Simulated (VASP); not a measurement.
# ZrB2 (P6/mmm) in VASP: a series of runs

ZrB2 is run at these levels: PBE; tasks: single point.

Program: VASP 6.6.1. These are calculated values, not measurements. Logs are shortened: lines on timing, memory, paths and dates and some standing lists are left out, and cuts for length are marked.

## Step 1: The cell of the first run

The structure is hexagonal, space group P6/mmm (No. 191). Conventional cell: a = 3.170 Å, b = 3.170 Å, c = 3.533 Å, α = 90.00°, β = 90.00°, γ = 120.00°. Within 3.4 Å of Zr (site symmetry 6/mmm) lie 12 B at 2.54 Å and 6 Zr at 3.17 Å. Within 2.4 Å of B (site symmetry -6m2) lie 3 B at 1.83 Å.

## Step 2: Single point, PBE

File INCAR:

```
PREC = Accurate ; ENCUT = 520
EDIFF = 1E-7 ; ISMEAR = -1
SIGMA = 0.05 ; LREAL = False
LASPH = True ; NELM = 80
ALGO = Normal ; ISIF = 2
LWAVE = False ; LCHARG = False
GGA = PE ; NBANDS = 16
```

File KPOINTS:

```
regular mesh
0
Gamma
  8 8 6
```

File POSCAR:

```
ZrB2
1.0
    3.1700000000      0.0000000000      0.0000000000
   -1.5850000000      2.7453005300      0.0000000000
    0.0000000000      0.0000000000      3.5330000000
Zr B
1 2
Direct
    0.0000000000      0.0000000000      0.0000000000
    0.6666666667      0.3333333333      0.5000000000
    0.3333333333      0.6666666667      0.5000000000
```

Potentials or basis: VASP PAW PBE potentials, release 64 (Zr_sv, B).

The run is started by

```
cat potpaw_PBE.64/Zr_sv/POTCAR potpaw_PBE.64/B/POTCAR > POTCAR
mpirun -np 1 vasp_std > vasp.out
```

OUTCAR:

```text
PREC = Accurate
   ENCUT = 520
   EDIFF = 1E-7
   ISMEAR = -1
   LREAL = False
   LASPH = True
   NELM = 80
   ISIF = 2
   GGA = PE

 ion  position               nearest neighbor table
   1  0.000  0.000  0.000-   2 2.54   3 2.54   2 2.54   3 2.54   2 2.54   2 2.54   3 2.54   3 2.54
                             2 2.54   2 2.54   3 2.54   3 2.54
   2  0.667  0.333  0.500-   3 1.83   3 1.83   3 1.83   1 2.54   1 2.54   1 2.54   1 2.54   1 2.54
                             1 2.54
   3  0.333  0.667  0.500-   2 1.83   2 1.83   2 1.83   1 2.54   1 2.54   1 2.54   1 2.54   1 2.54
                             1 2.54

  LATTYP: Found a hexagonal cell.
 ALAT       =     3.1700000000
 C/A-ratio  =     1.1145110410

  Lattice vectors:

 A1 = (   3.1700000000,   0.0000000000,   0.0000000000)
 A2 = (  -1.5850000000,   2.7453005300,   0.0000000000)
 A3 = (   0.0000000000,   0.0000000000,   3.5330000000)

Analysis of symmetry for initial positions (statically):
=====================================================================
 Subroutine PRICEL returns:
 Original cell was already a primitive cell.

 Routine SETGRP: Setting up the symmetry group for a
 hexagonal supercell.

 Subroutine GETGRP returns: Found 24 space group operations
 (whereof 24 operations were pure point group operations)
 out of a pool of 24 trial point group operations.

The static configuration has the point symmetry D_6h.

Analysis of symmetry for dynamics (positions and initial velocities):
=====================================================================
 Subroutine PRICEL returns:
 Original cell was already a primitive cell.

 Routine SETGRP: Setting up the symmetry group for a
 hexagonal supercell.

 Subroutine GETGRP returns: Found 24 space group operations
 (whereof 24 operations were pure point group operations)
 out of a pool of 24 trial point group operations.

The dynamic configuration has the point symmetry D_6h.

 Subroutine INISYM returns: Found 24 space group operations
 (whereof 24 operations are pure point group operations),
 and found     1 'primitive' translations

----------------------------------------------------------------------------------------

                                     Primitive cell

  volume of cell :      30.7463

  direct lattice vectors                    reciprocal lattice vectors
     3.170000000  0.000000000  0.000000000     0.315457413  0.182129422  0.000000000
    -1.585000000  2.745300530  0.000000000     0.000000000  0.364258845  0.000000000
     0.000000000  0.000000000  3.533000000     0.000000000  0.000000000  0.283045570

  length of vectors
     3.170000000  3.170000000  3.533000000     0.364258845  0.364258845  0.283045570

  position of ions in fractional coordinates (direct lattice)
     0.000000000  0.000000000  0.000000000
     0.666666667  0.333333333  0.500000000
     0.333333333  0.666666667  0.500000000

  ion indices of the primitive-cell ions
   primitive index   ion index
                 1           1
                 2           2
                 3           3

----------------------------------------------------------------------------------------

 KPOINTS: regular mesh

Automatic generation of k-mesh.
 Grid dimensions read from file:
 generate k-points for:    8    8    6

 Generating k-lattice:

  Cartesian coordinates                     Fractional coordinates (reciprocal lattice)
     0.039432177  0.022766178  0.000000000     0.125000000  0.000000000  0.000000000
     0.000000000  0.045532356  0.000000000     0.000000000  0.125000000  0.000000000
     0.000000000  0.000000000  0.047174262     0.000000000  0.000000000  0.166666667

  Length of vectors
     0.045532356  0.045532356  0.047174262

  Shift w.r.t. Gamma in fractional coordinates (k-lattice)
     0.000000000  0.000000000  0.000000000

 Subroutine IBZKPT returns following result:
 ===========================================

 Found     40 irreducible k-points:

 Following reciprocal coordinates:
            Coordinates               Weight
  0.000000  0.000000  0.000000      1.000000
  0.125000  0.000000  0.000000      6.000000
  0.250000  0.000000  0.000000      6.000000
  0.375000  0.000000  0.000000      6.000000
  0.500000  0.000000  0.000000      3.000000
  0.125000  0.125000  0.000000      6.000000
[... 16 lines left out ...]
  0.250000  0.000000  0.333333     12.000000
  0.375000  0.000000  0.333333     12.000000
 [... further k-points ...]
   k-points           NKPTS =     40   k-points in BZ     NKDIM =     40   number of bands    NBANDS=     16
   number of dos      NEDOS =    301   number of ions     NIONS =      3
   total plane-waves  NPLWV =  16128
   dimension x,y,z NGX =    24 NGY =   24 NGZ =   28
   dimension x,y,z NGXF=    48 NGYF=   48 NGZF=   56
   ions per type =               1   2
   NGX,Y,Z   is equivalent  to a cutoff of  12.59, 12.59, 13.18 a.u.
   NGXF,Y,Z  is equivalent  to a cutoff of  25.17, 25.17, 26.35 a.u.
 SYSTEM =  unknown system
   PREC   = accura    normal or accurate (medium, high low for compatibility)
   ISTART =      0    job   : 0-new  1-cont  2-samecut
   ICHARG =      2    charge: 1-file 2-atom 10-const
   ISPIN  =      1    spin polarized calculation?
   LNONCOLLINEAR =      F non collinear calculations
   LSORBIT =      F    spin-orbit coupling
   LASPH  =      T    aspherical Exc in radial PAW
   ENCUT  =  520.0 eV  38.22 Ry    6.18 a.u.   5.89  5.89  6.57*2*pi/ulx,y,z
   NELM   =     80;   NELMIN=  2; NELMDL= -5     # of ELM steps
   EDIFF  = 0.1E-06   stopping-criterion for ELM
   LREAL  =      F    real-space projection
   EDIFFG = 0.1E-05   stopping-criterion for IOM
   NSW    =      0    number of steps for IOM
   IBRION =     -1    ionic relax: 0-MD 1-quasi-New 2-CG
   NFREE  =      0    steps in history (QN), initial steepest desc. (CG)
   ISIF   =      2    stress and relaxation
   ISYM   =      2    0-nonsym 1-usesym 2-fastsym
   POTIM  = 0.5000    time-step for ionic-motion
   TEBEG  =    0.0;   TEEND  =   0.0 temperature during run
   PSTRESS=    0.0 pullay stress
   NELECT =      18.0000    total number of electrons
   NUPDOWN=      -1.0000    fix difference up-down
   EMIN   =  10.00;   EMAX   =-10.00  energy-range for DOS
   EFERMI =   0.00;   METHOD = LEGACY
   ISMEAR =    -1;   SIGMA  =   0.05  broadening in eV -4-tet -1-fermi 0-gaus
   EFERMI_NEDOS =   21; number of points for ismear=-14 and -15
   IALGO  =     38    algorithm
   IMIX   =      4    mixing-type and parameters
     AMIX     =   0.40;   BMIX     =  1.00
     AMIX_MAG =   1.60;   BMIX_MAG =  1.00
  volume/ion in A,a.u.               =      10.25        69.16
  Fermi-wavevector in a.u.,A,eV,Ry     =   1.369519  2.588016 25.518847  1.875582
  Thomas-Fermi vector in A             =   2.495387
   LORBIT       =      0    0 simple, 1 ext, 2 COOP (PROOUT), +10 PAW based schemes
   GGA     = PE    functional components
   LHFCALC =     F    Hartree Fock is set to
   AEXX    =    0.0000 exact exchange contribution
   IVDW    =     0    specifies the selected vdW correction
   LEPSILON=     F    determine dielectric tensor
   LRPA    =     F    only Hartree local field effects (RPA)
 non-spin polarized calculation
  energy-cutoff  :      520.00
  volume of cell :       30.75
 maximum number of plane-waves:       840
 NGX is ok and might be reduce to    24
   NGX = 11   NGY = 11   NGZ = 13

 number of electron      18.0000000 magnetization

 Free energy of the ion-electron system (eV)
  ---------------------------------------------------
  ext. energy  EPLUGINS =         0.00000000
  ---------------------------------------------------
  free energy    TOTEN  =       -24.97791219 eV

  energy without entropy =      -24.97562159  energy(sigma->0) =      -24.97676689

 E-fermi :  10.6633     XC(G=0): -12.4432

 val. band max:       10.3557072645   @ k =   0.1250   0.0000   0.3333
 cond. band min:      10.7312200358   @ k =   0.3750   0.1250   0.0000
 fundamental gap:      0.3755127713
 Fermi energy:        10.6632743347

 k-point     1 :       0.0000    0.0000    0.0000
  band No.  band energies     occupation
      1     -38.1025      2.00000
      2     -16.2917      2.00000
      3     -15.7353      2.00000
      4     -15.7353      2.00000
      5      -2.2048      2.00000
      6       7.8955      2.00000
[... 8 lines left out ...]
     15      15.6691      0.00000
     16      15.6691      0.00000

 k-point     2 :       0.1250    0.0000    0.0000
  band No.  band energies     occupation
      1     -38.0857      2.00000
      2     -16.2666      2.00000
      3     -15.8819      2.00000
      4     -15.7672      2.00000
      5      -1.8957      2.00000
      6       7.0476      2.00000
[... 8 lines left out ...]
     15      16.6307      0.00000
     16      17.3095      0.00000

 k-point     3 :       0.2500    0.0000    0.0000
  band No.  band energies     occupation
      1     -38.0447      2.00000
      2     -16.2213      2.00000
      3     -16.2054      2.00000
      4     -15.8432      2.00000
      5      -1.0397      2.00000
      6       5.3499      2.00000
[... 8 lines left out ...]
     15      17.6570      0.00000
     16      19.2818      0.00000

 k-point     4 :       0.3750    0.0000    0.0000
  band No.  band energies     occupation
      1     -38.0034      2.00000
      2     -16.5430      2.00000
      3     -16.1434      2.00000
      4     -15.9180      2.00000
      5       0.2198      2.00000
      6       3.5395      2.00000
[... 8 lines left out ...]
     15      19.4031      0.00000
     16      19.9361      0.00000

 k-point     5 :       0.5000    0.0000    0.0000
  band No.  band energies     occupation
      1     -37.9861      2.00000
      2     -16.6716      2.00000
      3     -16.1175      2.00000
      4     -15.9486      2.00000
      5       1.5635      2.00000
      6       2.0117      2.00000
[... 8 lines left out ...]
     15      18.2268      0.00000
     16      20.5059      0.00000

 k-point     6 :       0.1250    0.1250    0.0000
  band No.  band energies     occupation
      1     -38.0568      2.00000
      2     -16.2234      2.00000
      3     -16.1077      2.00000
      4     -15.8382      2.00000
      5      -1.3127      2.00000
      6       5.9734      2.00000
[... 8 lines left out ...]
     15      17.3124      0.00000
     16      17.9793      0.00000

 k-point     7 :       0.2500    0.1250    0.0000
  band No.  band energies     occupation
      1     -38.0156      2.00000
      2     -16.4015      2.00000
      3     -16.1617      2.00000
      4     -15.9500      2.00000
      5      -0.2501      2.00000
      6       4.4806      2.00000
[... 8 lines left out ...]
     15      17.9949      0.00000
     16      19.8773      0.00000

 k-point     8 :       0.3750    0.1250    0.0000
  band No.  band energies     occupation
      1     -37.9862      2.00000
      2     -16.6001      2.00000
      3     -16.1176      2.00000
      4     -16.0293      2.00000
      5       1.1541      2.00000
      6       2.8115      2.00000
[... 8 lines left out ...]
     15      19.4585      0.00000
     16      19.8881      0.00000

 k-point     9 :       0.2500    0.2500    0.0000
  band No.  band energies     occupation
      1     -37.9862      2.00000
      2     -16.4991      2.00000
      3     -16.1394      2.00000
      4     -16.1178      2.00000
      5       0.9681      2.00000
      6       3.7044      2.00000
[... 8 lines left out ...]
     15      19.0352      0.00000
     16      20.6147      0.00000
[... 172 lines left out ...]
 k-point    19 :       0.2500    0.2500    0.1667
  band No.  band energies     occupation
      1     -37.9818      2.00000
      2     -16.4849      2.00000
      3     -16.1926      2.00000
      4     -16.1282      2.00000
      5       0.9869      2.00000
      6       3.5949      2.00000
[... 8 lines left out ...]
     15      20.3821      0.00000
     16      20.6511      0.00000

 k-point    20 :       0.3750    0.2500    0.1667
  band No.  band energies     occupation
      1     -37.9696      2.00000
      2     -16.4903      2.00000
      3     -16.2401      2.00000
      4     -16.1724      2.00000
      5       2.0845      2.00000
      6       2.5569      2.00000
[... 8 lines left out ...]
     15      20.8692      0.00000
     16      21.2603      0.00000

 k-point    21 :       0.0000    0.0000    0.3333
  band No.  band energies     occupation
      1     -38.0880      2.00000
      2     -16.5666      2.00000
      3     -15.7160      2.00000
      4     -15.7160      2.00000
      5      -0.8437      2.00000
      6       4.4863      2.00000
[... 8 lines left out ...]
     15      17.8584      0.00000
     16      20.4992      0.00000

 k-point    22 :       0.1250    0.0000    0.3333
  band No.  band energies     occupation
      1     -38.0714      2.00000
      2     -16.5342      2.00000
      3     -15.8572      2.00000
      4     -15.7465      2.00000
      5      -0.6702      2.00000
      6       4.7930      2.00000
[... 8 lines left out ...]
     15      18.1494      0.00000
     16      19.7989      0.00000

 k-point    23 :       0.2500    0.0000    0.3333
  band No.  band energies     occupation
      1     -38.0308      2.00000
      2     -16.4551      2.00000
      3     -16.1851      2.00000
      4     -15.8193      2.00000
      5      -0.2070      2.00000
      6       5.0615      2.00000
[... 8 lines left out ...]
     15      18.7880      0.00000
     16      20.5453      0.00000

 k-point    24 :       0.3750    0.0000    0.3333
  band No.  band energies     occupation
      1     -37.9899      2.00000
      2     -16.4994      2.00000
      3     -16.3722      2.00000
      4     -15.8909      2.00000
      5       0.4351      2.00000
      6       3.6680      2.00000
[... 8 lines left out ...]
     15      19.1239      0.00000
     16      22.0169      0.00000

 [... further k-points ...]
[... 5 lines left out ...]
  --------------------------------------------------------------------------------------
  -------------------------------------------------------------------------------------
  Total        0.1357388      0.1357388      0.2513477      0.0000000      0.0000000      0.0000000
  in kB        7.0732971      7.0732971     13.0976295      0.0000000      0.0000000      0.0000000
  external PRESSURE =       9.0814079 kB  Pullay stress =       0.0000000 kB

 VOLUME and BASIS-vectors are now :
 -----------------------------------------------------------------------------
  energy-cutoff  :      520.00
  volume of cell :       30.75
      direct lattice vectors                 reciprocal lattice vectors
     3.170000000  0.000000000  0.000000000     0.315457413  0.182129422  0.000000000
    -1.585000000  2.745300530  0.000000000     0.000000000  0.364258845  0.000000000
     0.000000000  0.000000000  3.533000000     0.000000000  0.000000000  0.283045570

 POSITION                                       TOTAL-FORCE (eV/Angst)
 -----------------------------------------------------------------------------------
      0.00000      0.00000      0.00000         0.000000      0.000000      0.000000
      1.58500      0.91510      1.76650         0.000000      0.000000      0.000000
     -0.00000      1.83020      1.76650        -0.000000      0.000000      0.000000
 -----------------------------------------------------------------------------------
    total drift:                               -0.000000      0.000000      0.000000

  FREE ENERGIE OF THE ION-ELECTRON SYSTEM (eV)
  ---------------------------------------------------
  free  energy   TOTEN  =       -24.9779121935 eV

  energy  without entropy=      -24.9756215949  energy(sigma->0) =      -24.97676689
```

Wall time 8.7 s (1 thread of Intel Xeon Platinum 8488C (Sapphire Rapids), shared host); peak memory 0.15 GiB.

What came out:

- Free energy: -24.9779 eV
- Pressure: 0.9 GPa
- Band gap on the k mesh: zero (band 9 reaches 11.29 eV, above the bottom of band 10 at 10.73 eV)

## Step 3: Single point, PBE

This run uses another cell than the first one, of 10.35 Å³/atom, 1.010 times its volume.

File INCAR:

```
SYSTEM = ZrB2
PREC = Accurate
ENCUT = 520
EDIFF = 1E-6
ISMEAR = -1
SIGMA = 0.05
LREAL = .False.
LASPH = .True.
NELM = 60
ALGO = Normal
ISIF = 2
LWAVE = .False.
LCHARG = .True.
GGA = PE
LELF = .True.
LVHAR = .True.
NBANDS = 16
```

File KPOINTS:

```
regular mesh
0
Gamma
  8 8 6
  0 0 0
```

Changes to POSCAR since step 2:

```diff
@@ -4,3 +4,3 @@
    -1.5850000000      2.7453005300      0.0000000000
-    0.0000000000      0.0000000000      3.5330000000
+    0.0000000000      0.0000000000      3.5683300000
 Zr B
```

Potentials or basis: VASP PAW PBE potentials, release 64 (Zr_sv, B).

The run is started by

```
cat potpaw_PBE.64/Zr_sv/POTCAR potpaw_PBE.64/B/POTCAR > POTCAR
mpirun -np 1 vasp_std > vasp.out
```

Run time: 9 s. Hardware: 1 thread of Intel Xeon Platinum 8488C (Sapphire Rapids), shared host; peak memory 0.15 GiB.

The run converged. Its results:

```yaml
Free_energy: -24.9765 eV
Pressure: -1.3 GPa
Band_gap_on_the_k_mesh: zero (band 9 reaches 11.19 eV, above the bottom of band 10 at 10.59 eV)
```

Stress tensor (GPa, compression positive):
```
-0.48  0.00  0.00
 0.00 -0.48  0.00
 0.00  0.00 -2.98
```

Levels at points of the mesh, in eV from the Fermi level:
```
           k point  band 6  band 7  band 8  band 9  band 10  band 11  band 12  band 13
(0.00, 0.00, 0.00)   -2.70   -2.66   -2.66   -2.54     3.25     3.25     3.94     3.94
(0.50, 0.00, 0.00)   -8.62   -4.03   -3.14   -2.76     2.07     2.15     4.81     4.82
(0.00, 0.00, 0.50)   -7.05   -1.03   -1.03    0.30     0.30     0.66     0.66     1.54
(0.50, 0.00, 0.50)   -7.13   -4.64   -4.20   -2.13     3.46     3.96     5.16     5.91
```

## Step 4: Single point, PBE

This run uses another cell than the first one, of 10.45 Å³/atom, 1.020 times its volume.

File INCAR:

```
SYSTEM = ZrB2
PREC = Accurate
ENCUT = 520
EDIFF = 1E-7
ISMEAR = -1
SIGMA = 0.05
LREAL = .False.
LASPH = .True.
NELM = 100
ALGO = Normal
ISIF = 2
LWAVE = .False.
LCHARG = .False.
GGA = PE
NBANDS = 16
```

KPOINTS is that of step 3.

Changes to POSCAR since step 3:

```diff
@@ -4,3 +4,3 @@
    -1.5850000000      2.7453005300      0.0000000000
-    0.0000000000      0.0000000000      3.5683300000
+    0.0000000000      0.0000000000      3.6036600000
 Zr B
```

The run is started by

```
cat potpaw_PBE.64/Zr_sv/POTCAR potpaw_PBE.64/B/POTCAR > POTCAR
mpirun -np 1 vasp_std > vasp.out
```

Run time: 9.7 s. Hardware: 1 thread of Intel Xeon Platinum 8488C (Sapphire Rapids), shared host; peak memory 0.15 GiB.

It converged, with:

| Item | Value |
| --- | --- |
| Free energy | -24.9670 eV |
| Pressure | -3.4 GPa |
| Band gap on the k mesh | zero (band 9 reaches 10.96 eV, above the bottom of band 10 at 10.45 eV) |

Stress tensor (GPa, compression positive):
```
-1.59  0.00  0.00
 0.00 -1.59  0.00
 0.00  0.00 -7.04
```

Levels at points of the mesh, in eV from the Fermi level:
```tsv
k point	band 5	band 6	band 7	band 8	band 9	band 10	band 11	band 12	band 13	band 14
(0.00, 0.00, 0.00)	-12.75	-2.69	-2.60	-2.54	-2.54	3.24	3.24	3.84	3.84	4.92
(0.50, 0.00, 0.00)	-8.95	-8.58	-4.03	-3.09	-2.70	2.05	2.14	4.77	4.85	6.24
(0.00, 0.00, 0.50)	-10.87	-7.01	-0.96	-0.96	0.42	0.42	0.68	0.68	1.38	5.10
(0.50, 0.00, 0.50)	-9.90	-7.11	-4.54	-4.14	-2.11	3.33	3.98	5.16	5.72	6.12
```

## Step 5: Summary

```csv
cell,gap on the mesh (eV),pressure (GPa)
"a = 3.170, b = 3.170, c = 3.533 Å, angles 90.0, 90.0, 120.0°, 3 atoms",none,0.9
"a = 3.170, b = 3.170, c = 3.568 Å, angles 90.0, 90.0, 120.0°, 3 atoms",none,-1.3
"a = 3.170, b = 3.170, c = 3.604 Å, angles 90.0, 90.0, 120.0°, 3 atoms",none,-3.4
```

Alike in all rows: task single point; level PBE; potentials or basis VASP PAW PBE potentials, release 64 (Zr_sv, B); no spin polarisation; k mesh 8 × 8 × 6; cutoff (eV) 520; smearing fermi-dirac 0.05 eV.

Total energies depend on the potentials used, so only differences within one code and one set of settings carry meaning.
